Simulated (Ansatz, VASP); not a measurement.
**Two plane-wave programs on AlW3**

```
CELL_PARAMETERS angstrom
0.00000 3.41894 3.41894
3.41894 0.00000 3.41894
3.41894 3.41894 0.00000
ATOMIC_POSITIONS crystal
Al 0.00000 0.00000 0.00000
W 0.25000 0.25000 0.25000
W 0.75000 0.75000 0.75000
W 0.50000 0.50000 0.50000
```

Change from the starting cell: species swapped into the Na3Bi type (Fm-3m, No. 225).

Alike in both runs: task relaxation of cell and atoms; functional PBE; k mesh 4 × 4 × 4; occupations gaussian, width 0.1 eV; no spin polarisation.

```csv
,VASP,Ansatz
version,VASP 6.6.1,Ansatz 0.2.0
potentials or method,"VASP PAW PBE potentials, release 64 (Al, W_sv), cutoff 600 eV","scalar-relativistic, plane waves, PAW"
valence electrons in the cell,45,45
```

Ansatz gave:

* gap on the k mesh at the Fermi level, each at its own relaxed structure (eV): none
* relaxed volume (Å³/atom): 15.69
* relaxed length of the cell vector where the two differ most in proportion (Å): 4.460

Question: Estimate VASP's values.

Answer: gap on the k mesh at the Fermi level, each at its own relaxed structure (eV): none; relaxed volume (Å³/atom): 15.70; relaxed length of the cell vector where the two differ most in proportion (Å): 4.461.

A gap of «none» marks a metal or a gap that the smearing closes.

The k mesh is coarse, so the values compare programs but aren't converged. Spin-orbit coupling is off throughout. Noted on VASP's run: the volume moved by over 15 % at a fixed basis, so the end points are rough.
